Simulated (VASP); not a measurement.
# Cl (Cmce) in VASP: a series of runs

Cl is run at these levels: PBEsol, PBEsol+D3(BJ), LDA, PBE; tasks: single point, relaxation of cell and atoms.

All numbers are computed with VASP 6.6.1; they aren't measurements. Logs are shortened: lines on timing, memory, paths and dates and some standing lists are left out, and cuts for length are marked.

### 1 The cell of the first run

It takes space group Cmce (No. 64, orthorhombic). Conventional cell: a = 6.906 Å, b = 3.884 Å, c = 8.005 Å, α = 90.00°, β = 90.00°, γ = 90.00°. Cl (site symmetry m) has 1 Cl at 2.03 Å within 2.7 Å.

### 2 Single point, PBEsol

Contents of INCAR:

```
ALGO = Normal
EDIFF = 1E-6
ENCUT = 520
GGA = PS
ISIF = 2
ISMEAR = -1
LASPH = True
LCHARG = False
LREAL = False
LWAVE = False
NBANDS = 22
NELM = 100
PREC = Accurate
SIGMA = 0.05
```

Contents of KPOINTS:

```
k-points
0
Gamma
  7 7 4
```

Contents of POSCAR:

```
Cl
1.0
    3.4530382792     -1.9417757174      0.0000000000
    3.4530382792      1.9417757174      0.0000000000
    0.0000000000      0.0000000000      8.0045512806
Cl
4
Direct
    0.3732099296      0.6267900704      0.3888803718
    0.1267900704      0.8732099296      0.8888803718
    0.6267900704      0.3732099296      0.6111196282
    0.8732099296      0.1267900704      0.1111196282
```

Potentials or basis: VASP PAW PBE potentials, release 64 (Cl).

On the command line:

```bash
$ cat potpaw_PBE.64/Cl/POTCAR > POTCAR
$ mpirun -np 1 vasp_std > vasp.out
```

OUTCAR:

```text
EDIFF = 1E-6
   ENCUT = 520
   GGA = PS
   ISIF = 2
   ISMEAR = -1
   LASPH = True
   LREAL = False
   NELM = 100
   PREC = Accurate

 ion  position               nearest neighbor table
   1  0.373  0.627  0.389-   3 2.03
   2  0.127  0.873  0.889-   4 2.03
   3  0.627  0.373  0.611-   1 2.03
   4  0.873  0.127  0.111-   2 2.03

  LATTYP: Found a base centered orthorhombic cell.
 ALAT       =     3.8835514348
 B/A-ratio  =     1.7782889384
 C/A-ratio  =     2.0611420796

  Lattice vectors:

 A1 = (  -3.4530382792,  -1.9417757174,   0.0000000000)
 A2 = (   3.4530382792,  -1.9417757174,   0.0000000000)
 A3 = (   0.0000000000,   0.0000000000,   8.0045512806)

Analysis of symmetry for initial positions (statically):
=====================================================================
 Subroutine PRICEL returns:
 Original cell was already a primitive cell.

 Routine SETGRP: Setting up the symmetry group for a
 base centered orthorhombic supercell.

 Subroutine GETGRP returns: Found  8 space group operations
 (whereof  4 operations were pure point group operations)
 out of a pool of  8 trial point group operations.

The static configuration has the point symmetry C_2h.
 The point group associated with its full space group is D_2h.

Analysis of symmetry for dynamics (positions and initial velocities):
=====================================================================
 Subroutine PRICEL returns:
 Original cell was already a primitive cell.

 Routine SETGRP: Setting up the symmetry group for a
 base centered orthorhombic supercell.

 Subroutine GETGRP returns: Found  8 space group operations
 (whereof  4 operations were pure point group operations)
 out of a pool of  8 trial point group operations.

The dynamic configuration has the point symmetry C_2h.
 The point group associated with its full space group is D_2h.

 Subroutine INISYM returns: Found  8 space group operations
 (whereof  4 operations are pure point group operations),
 and found     1 'primitive' translations

----------------------------------------------------------------------------------------

                                     Primitive cell

  volume of cell :     107.3414

  direct lattice vectors                    reciprocal lattice vectors
     3.453038279 -1.941775717  0.000000000     0.144800017 -0.257496268  0.000000000
     3.453038279  1.941775717  0.000000000     0.144800017  0.257496268  0.000000000
     0.000000000  0.000000000  8.004551281     0.000000000  0.000000000  0.124928927

  length of vectors
     3.961561093  3.961561093  8.004551281     0.295417286  0.295417286  0.124928927

  position of ions in fractional coordinates (direct lattice)
     0.373209930  0.626790070  0.388880372
     0.126790070  0.873209930  0.888880372
     0.626790070  0.373209930  0.611119628
     0.873209930  0.126790070  0.111119628

  ion indices of the primitive-cell ions
   primitive index   ion index
                 1           1
                 2           2
                 3           3
                 4           4

----------------------------------------------------------------------------------------

 KPOINTS: k-points

Automatic generation of k-mesh.
 Grid dimensions read from file:
 generate k-points for:    7    7    4

 Generating k-lattice:

  Cartesian coordinates                     Fractional coordinates (reciprocal lattice)
     0.020685717 -0.036785181  0.000000000     0.142857143  0.000000000  0.000000000
     0.020685717  0.036785181  0.000000000     0.000000000  0.142857143  0.000000000
     0.000000000  0.000000000  0.031232232     0.000000000  0.000000000  0.250000000

  Length of vectors
     0.042202469  0.042202469  0.031232232

  Shift w.r.t. Gamma in fractional coordinates (k-lattice)
     0.000000000  0.000000000  0.000000000

 Subroutine IBZKPT returns following result:
 ===========================================

 Found     48 irreducible k-points:

 Following reciprocal coordinates:
            Coordinates               Weight
  0.000000  0.000000  0.000000      1.000000
  0.142857  0.000000  0.000000      4.000000
  0.285714  0.000000  0.000000      4.000000
  0.428571  0.000000  0.000000      4.000000
  0.142857  0.142857  0.000000      2.000000
  0.285714  0.142857  0.000000      4.000000
[... 16 lines left out ...]
  0.428571  0.142857  0.250000      8.000000
 -0.428571  0.142857  0.250000      8.000000
 [... further k-points ...]
   k-points           NKPTS =     48   k-points in BZ     NKDIM =     48   number of bands    NBANDS=     22
   number of dos      NEDOS =    301   number of ions     NIONS =      4
   total plane-waves  NPLWV =  54000
   dimension x,y,z NGX =    30 NGY =   30 NGZ =   60
   dimension x,y,z NGXF=    60 NGYF=   60 NGZF=  120
   ions per type =               4
   NGX,Y,Z   is equivalent  to a cutoff of  12.59, 12.59, 12.46 a.u.
   NGXF,Y,Z  is equivalent  to a cutoff of  25.18, 25.18, 24.92 a.u.
 SYSTEM =  unknown system
   PREC   = accura    normal or accurate (medium, high low for compatibility)
   ISTART =      0    job   : 0-new  1-cont  2-samecut
   ICHARG =      2    charge: 1-file 2-atom 10-const
   ISPIN  =      1    spin polarized calculation?
   LNONCOLLINEAR =      F non collinear calculations
   LSORBIT =      F    spin-orbit coupling
   LASPH  =      T    aspherical Exc in radial PAW
   ENCUT  =  520.0 eV  38.22 Ry    6.18 a.u.   7.37  7.37 14.88*2*pi/ulx,y,z
   NELM   =    100;   NELMIN=  2; NELMDL= -5     # of ELM steps
   EDIFF  = 0.1E-05   stopping-criterion for ELM
   LREAL  =      F    real-space projection
   EDIFFG = 0.1E-04   stopping-criterion for IOM
   NSW    =      0    number of steps for IOM
   IBRION =     -1    ionic relax: 0-MD 1-quasi-New 2-CG
   NFREE  =      0    steps in history (QN), initial steepest desc. (CG)
   ISIF   =      2    stress and relaxation
   ISYM   =      2    0-nonsym 1-usesym 2-fastsym
   POTIM  = 0.5000    time-step for ionic-motion
   TEBEG  =    0.0;   TEEND  =   0.0 temperature during run
   PSTRESS=    0.0 pullay stress
   NELECT =      28.0000    total number of electrons
   NUPDOWN=      -1.0000    fix difference up-down
   EMIN   =  10.00;   EMAX   =-10.00  energy-range for DOS
   EFERMI =   0.00;   METHOD = LEGACY
   ISMEAR =    -1;   SIGMA  =   0.05  broadening in eV -4-tet -1-fermi 0-gaus
   EFERMI_NEDOS =   21; number of points for ismear=-14 and -15
   IALGO  =     38    algorithm
   IMIX   =      4    mixing-type and parameters
     AMIX     =   0.40;   BMIX     =  1.00
     AMIX_MAG =   1.60;   BMIX_MAG =  1.00
  volume/ion in A,a.u.               =      26.84       181.09
  Fermi-wavevector in a.u.,A,eV,Ry     =   1.046016  1.976684 14.886810  1.094150
  Thomas-Fermi vector in A             =   2.180836
   LORBIT       =      0    0 simple, 1 ext, 2 COOP (PROOUT), +10 PAW based schemes
   GGA     = PS    functional components
   LHFCALC =     F    Hartree Fock is set to
   AEXX    =    0.0000 exact exchange contribution
   IVDW    =     0    specifies the selected vdW correction
   LEPSILON=     F    determine dielectric tensor
   LRPA    =     F    only Hartree local field effects (RPA)
 non-spin polarized calculation
  energy-cutoff  :      520.00
  volume of cell :      107.34
 maximum number of plane-waves:      2931
 NGX is ok and might be reduce to    30
   NGX = 15   NGY = 15   NGZ = 29

 number of electron      27.9999996 magnetization

 Free energy of the ion-electron system (eV)
  ---------------------------------------------------
  ext. energy  EPLUGINS =         0.00000000
  ---------------------------------------------------
  free energy    TOTEN  =        -8.05883748 eV

  energy without entropy =       -8.05883748  energy(sigma->0) =       -8.05883748

 E-fermi :   1.1617     XC(G=0):  -8.2592

 val. band max:        0.1262486975   @ k =   0.0000   0.0000   0.0000
 cond. band min:       2.1964653696   @ k =   0.0000   0.0000   0.0000
 fundamental gap:      2.0702166721
 Fermi energy:         1.1616893837

 k-point     1 :       0.0000    0.0000    0.0000
  band No.  band energies     occupation
      1     -16.7677      2.00000
      2     -16.3070      2.00000
      3     -13.1551      2.00000
      4     -11.9260      2.00000
      5      -5.8562      2.00000
      6      -4.1666      2.00000
[... 14 lines left out ...]
     21      11.0408      0.00000
     22      11.1514      0.00000

 k-point     2 :       0.1429    0.0000    0.0000
  band No.  band energies     occupation
      1     -16.7084      2.00000
      2     -16.2878      2.00000
      3     -13.0963      2.00000
      4     -11.9959      2.00000
      5      -5.8444      2.00000
      6      -4.3242      2.00000
[... 14 lines left out ...]
     21      10.2971      0.00000
     22      10.8875      0.00000

 k-point     3 :       0.2857    0.0000    0.0000
  band No.  band energies     occupation
      1     -16.5570      2.00000
      2     -16.2569      2.00000
      3     -12.9355      2.00000
      4     -12.1868      2.00000
      5      -5.8098      2.00000
      6      -4.7980      2.00000
[... 14 lines left out ...]
     21      10.4416      0.00000
     22      10.7842      0.00000
[... 476 lines left out ...]
 k-point    23 :       0.4286    0.1429    0.2500
  band No.  band energies     occupation
      1     -16.4714      2.00000
      2     -16.2753      2.00000
      3     -12.7807      2.00000
      4     -12.2960      2.00000
      5      -5.6061      2.00000
      6      -4.9316      2.00000
[... 14 lines left out ...]
     21      10.1687      0.00000
     22      10.6299      0.00000

 k-point    24 :      -0.4286    0.1429    0.2500
  band No.  band energies     occupation
      1     -16.3472      2.00000
      2     -16.2868      2.00000
      3     -12.6401      2.00000
      4     -12.4984      2.00000
      5      -5.4993      2.00000
      6      -5.3137      2.00000
[... 14 lines left out ...]
     21      10.9804      0.00000
     22      11.4186      0.00000

 [... further k-points ...]

------------------------ aborting loop because EDIFF is reached ----------------------------------------

  FORCE on cell =-STRESS in cart. coord.  units (eV):
  Direction    XX          YY          ZZ          XY          YZ          ZX
  --------------------------------------------------------------------------------------
  -------------------------------------------------------------------------------------
  Total       -0.0315707     -0.1302197     -0.4166438      0.0000000      0.0000000      0.0000000
  in kB       -0.4712244     -1.9436579     -6.2188206      0.0000000      0.0000000      0.0000000
  external PRESSURE =      -2.8779010 kB  Pullay stress =       0.0000000 kB

 VOLUME and BASIS-vectors are now :
 -----------------------------------------------------------------------------
  energy-cutoff  :      520.00
  volume of cell :      107.34
      direct lattice vectors                 reciprocal lattice vectors
     3.453038279 -1.941775717  0.000000000     0.144800017 -0.257496268  0.000000000
     3.453038279  1.941775717  0.000000000     0.144800017  0.257496268  0.000000000
     0.000000000  0.000000000  8.004551281     0.000000000  0.000000000  0.124928927

 POSITION                                       TOTAL-FORCE (eV/Angst)
 -----------------------------------------------------------------------------------
      3.45304      0.49240      3.11281         0.000000     -0.068783      0.127327
      3.45304      1.44938      7.11509         0.000000      0.068783      0.127327
      3.45304     -0.49240      4.89174         0.000000      0.068783     -0.127327
      3.45304     -1.44938      0.88946         0.000000     -0.068783     -0.127327
 -----------------------------------------------------------------------------------
    total drift:                                0.000000     -0.000000     -0.000000

  FREE ENERGIE OF THE ION-ELECTRON SYSTEM (eV)
  ---------------------------------------------------
  free  energy   TOTEN  =        -8.0588374794 eV

  energy  without entropy=       -8.0588374792  energy(sigma->0) =       -8.05883748
```

Wall time 47 s (1 thread of Intel Xeon 6975P-C (Granite Rapids), shared host); peak memory 0.24 GiB.

What came out:

```
Free energy            : -8.0588 eV
Pressure               : -0.3 GPa
Largest force          : 0.145 eV/Å
Band gap on the k mesh : 2.07 eV
```

Forces in eV/Å, atoms in the order of the input:
```
Cl   0.000 -0.069  0.127
Cl   0.000  0.069  0.127
Cl   0.000  0.069 -0.127
Cl   0.000 -0.069 -0.127
```

Caveat: this functional lacks dispersion, which holds the molecules together, so the pressure and a relaxed volume are unreliable; the PAW data sets were made with another functional, which shifts forces and pressure a little; an odd mesh through Γ misses points on the zone boundary, where band edges can lie.

### 3 Single point, PBEsol+D3(BJ)

This run uses another cell than the first one, of 29.05 Å³/atom.

Contents of INCAR:

```
PREC     = Accurate       # precision mode
ENCUT    = 520            # plane-wave cutoff, eV
EDIFF    = 1E-6           # SCF threshold, eV
ISMEAR   = -1             # smearing method
SIGMA    = 0.05           # smearing width, eV
LREAL    = F              # projectors in reciprocal space
LASPH    = T              # aspherical terms in the spheres
NELM     = 100            # most SCF steps
ALGO     = Normal         # electronic algorithm
ISIF     = 2              # what is computed and relaxed
LWAVE    = F              # write WAVECAR
LCHARG   = F              # write CHGCAR
GGA      = PS             # functional
IVDW     = 12             # dispersion correction
NBANDS   = 22             # bands
```

Contents of KPOINTS:

```
regular mesh
0
Gamma
  7 7 4
```

Contents of POSCAR:

```
Cl
1.0
    3.1450000000     -2.2500000000      0.0000000000
    3.1450000000      2.2500000000      0.0000000000
    0.0000000000      0.0000000000      8.2100000000
Cl
4
Direct
    0.3700000000      0.6300000000      0.4000000000
    0.1300000000      0.8700000000      0.9000000000
    0.6300000000      0.3700000000      0.6000000000
    0.8700000000      0.1300000000      0.1000000000
```

Potentials or basis: VASP PAW PBE potentials, release 64 (Cl).

On the command line:

```bash
$ cat potpaw_PBE.64/Cl/POTCAR > POTCAR
$ mpirun -np 1 vasp_std > vasp.out
```

It took 46 s on 1 thread of Intel Xeon 6975P-C (Granite Rapids), shared host; peak memory 0.27 GiB.

The run converged. Its results:

- Free energy: -8.4453 eV
- Pressure: -1.8 GPa
- Largest force: 0.311 eV/Å
- Band gap on the k mesh: 2.48 eV (least direct gap 2.54 eV)
- Dispersion energy per atom: -0.120 eV

Forces on the atoms (eV/Å):
```
Cl   0.000 -0.251  0.182
Cl   0.000  0.251  0.182
Cl   0.000  0.251 -0.182
Cl   0.000 -0.251 -0.182
```

Stress tensor (GPa, compression positive):
```
-0.51  0.00  0.00
 0.00 -2.08  0.00
 0.00  0.00 -2.88
```

Levels at points of the mesh, in eV from the valence-band top:
```csv
k point,band 10,band 11,band 12,band 13,band 14,band 15,band 16,band 17,band 18,band 19
"(0.00, 0.00, 0.00)",-2.16,-0.71,-0.41,-0.15,-0.05,2.48,3.06,6.73,7.42,8.72
"(0.00, 0.00, 0.50)",-2.16,-0.65,-0.65,-0.10,-0.10,2.68,2.68,7.32,7.32,9.54
```

Caveat: three body term missing; the PAW data sets were made with another functional, which shifts forces and pressure a little; an odd mesh through Γ misses points on the zone boundary, where band edges can lie.

### 4 Relaxation of cell and atoms, LDA

This run uses another cell than the first one, of 29.05 Å³/atom.

Contents of INCAR:

```
SYSTEM = Cl
  PREC = Accurate
  ENCUT = 600
  EDIFF = 1E-6
  ISMEAR = -1
  SIGMA = 0.05
  LREAL = .False.
  LASPH = .True.
  NELM = 100
  ALGO = Normal
  ISIF = 3
  LWAVE = .False.
  LCHARG = .False.
  GGA = CA
  IBRION = 2
  NSW = 60
  EDIFFG = -0.01
```

Contents of KPOINTS:

```
Automatic mesh
0
Gamma
  7 7 4
  0 0 0
```

POSCAR is that of step 3.

Potentials or basis: VASP PAW LDA potentials, release 64 (Cl).

On the command line:

```bash
$ cat potpaw_LDA.64/Cl/POTCAR > POTCAR
$ mpirun -np 1 vasp_std > vasp.out
```

It took 8.6 min on 1 thread of Intel Xeon 6975P-C (Granite Rapids), shared host; peak memory 0.26 GiB.

It converged, with:

| Property | Result |
| --- | --- |
| Free energy | -9.1360 eV |
| Relaxed volume | 22.48 Å³/atom |
| Relaxed cell | a = 3.610 Å, b = 3.610 Å, c = 7.795 Å, α = 90.00°, β = 90.00°, γ = 62.30° |
| Space group after relaxing (to 0.1 Å) | Cmce (No. 64) |
| Energy gained by relaxing | 82.7 meV/atom |
| Ionic steps | 25 |
| Pressure after relaxing | 0.0 GPa |
| Largest force after relaxing | 0.006 eV/Å |
| Band gap on the k mesh | 1.97 eV |

Forces on the atoms (eV/Å):
```
Cl   0.000  0.002  0.005
Cl   0.000 -0.002  0.005
Cl   0.000 -0.002 -0.005
Cl   0.000  0.002 -0.005
```

Step by step:
| step | energy change (eV) | largest force (eV/Å) | pressure (GPa) | volume (Å³) |
| --- | --- | --- | --- | --- |
| 1 | 0.0000 | 0.3163 | -2.66 | 116.19 |
| 2 | -0.0136 | 1.4947 | 1.04 | 108.25 |
| 3 | -0.0509 | 0.6039 | -0.84 | 111.75 |
| 4 | -0.1273 | 0.5777 | -0.74 | 106.23 |
| 5 | -0.2755 | 0.5962 | 1.13 | 90.75 |
| 6 | -0.2226 | 0.8330 | -2.87 | 90.76 |
| 7 | -0.2990 | 0.0109 | -0.45 | 90.76 |
| 8 | -0.2990 | 0.0038 | -0.41 | 90.76 |
| 9 | -0.3061 | 0.0203 | -0.22 | 89.85 |
| 10 | -0.3136 | 0.0599 | 0.31 | 87.96 |
| 11 | -0.3138 | 0.0682 | 0.42 | 87.62 |
| 12 | -0.3201 | 0.1228 | 0.06 | 88.04 |
| 13 | -0.3226 | 0.2078 | -0.33 | 88.50 |
| 14 | -0.3253 | 0.1449 | -0.14 | 88.50 |
| 15 | -0.3269 | 0.0709 | 0.13 | 88.49 |
| 16 | -0.3269 | 0.0584 | 0.19 | 88.49 |
| 17 | -0.3274 | 0.0570 | 0.16 | 88.62 |
| 18 | -0.3284 | 0.0534 | 0.06 | 89.02 |
| 19 | -0.3296 | 0.0474 | -0.12 | 89.83 |
| 20 | -0.3297 | 0.0458 | -0.19 | 90.11 |
| 21 | -0.3300 | 0.0611 | 0.05 | 90.02 |
| 22 | -0.3301 | 0.0532 | 0.01 | 90.03 |
| 23 | -0.3306 | 0.0300 | -0.01 | 89.99 |
| 24 | -0.3309 | 0.0069 | -0.04 | 89.92 |
| 25 | -0.3309 | 0.0057 | -0.03 | 89.93 |

Final structure:
```
Cl
1.0
     3.08931   -1.86712    0.00000
     3.08931    1.86712    0.00000
     0.00000    0.00000    7.79510
Cl
4
Cartesian
  3.0893 0.5084 3.0182
  3.0893 1.3588 6.9157
  3.0893 -0.5084 4.7769
  3.0893 -1.3588 0.8794
```

Levels at points of the mesh, in eV from the valence-band top:
```
           k point  band 11  band 12  band 13  band 14  band 15  band 16  band 17  band 18
(0.00, 0.00, 0.00)    -1.43    -0.71    -0.34     0.00     1.97     3.01     6.69     6.80
(0.00, 0.00, 0.50)    -1.32    -1.32    -0.16    -0.16     2.36     2.36     7.09     7.09
```

Caveat: the volume moved by over 15 % at a fixed basis, so the end points are rough; an odd mesh through Γ misses points on the zone boundary, where band edges can lie. LDA usually gives volumes a few per cent too small.

[end of part 1 of 2]
